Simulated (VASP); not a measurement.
Input of a VASP 6.6.1 run:

The input INCAR:

```
PREC     = Accurate       # precision mode
ENCUT    = 520            # plane-wave cutoff, eV
EDIFF    = 1E-6           # SCF threshold, eV
ISMEAR   = 0              # smearing method
SIGMA    = 0.02           # smearing width, eV
LREAL    = F              # projectors in reciprocal space
LASPH    = T              # aspherical terms in the spheres
NELM     = 60             # most SCF steps
ALGO     = Normal         # electronic algorithm
ISIF     = 2              # what is computed and relaxed
LWAVE    = F              # write WAVECAR
LCHARG   = F              # write CHGCAR
GGA      = CA             # functional
NBANDS   = 31             # bands
```

Contents of KPOINTS:

```
Automatic mesh
0
Gamma
  6 6 6
```

File POSCAR:

```
Al3GaN4
1.0
    4.3702240539      0.0000000000      0.0000000000
    0.0000000000      4.3702240539      0.0000000000
    0.0000000000      0.0000000000      4.3702240539
Al Ga N
3 1 4
Direct
    0.5000000000      0.5000000000      0.0000000000
    0.5000000000      0.0000000000      0.5000000000
    0.0000000000      0.5000000000      0.5000000000
    0.0000000000      0.0000000000      0.0000000000
    0.7448945398      0.7448945398      0.2551054602
    0.7448945398      0.2551054602      0.7448945398
    0.2551054602      0.7448945398      0.7448945398
    0.2551054602      0.2551054602      0.2551054602
```

Potentials or basis: VASP PAW LDA potentials, release 64 (Al, Ga_d, N).

Command:

```bash
$ cat potpaw_LDA.64/Al/POTCAR potpaw_LDA.64/Ga_d/POTCAR potpaw_LDA.64/N/POTCAR > POTCAR
$ mpirun -np 1 vasp_std > vasp.out
```

Predict the largest force.

0.024 eV/Å.

Predict the band gap on the k mesh.

3.36 eV.

Forces on the atoms (eV/Å):
```
Al   0.000  0.000  0.000
Al   0.000  0.000  0.000
Al   0.000  0.000  0.000
Ga   0.000  0.000  0.000
N   -0.014 -0.014  0.014
N   -0.014  0.014 -0.014
N    0.014 -0.014 -0.014
N    0.014  0.014  0.014
```

A k mesh can miss the band edges.
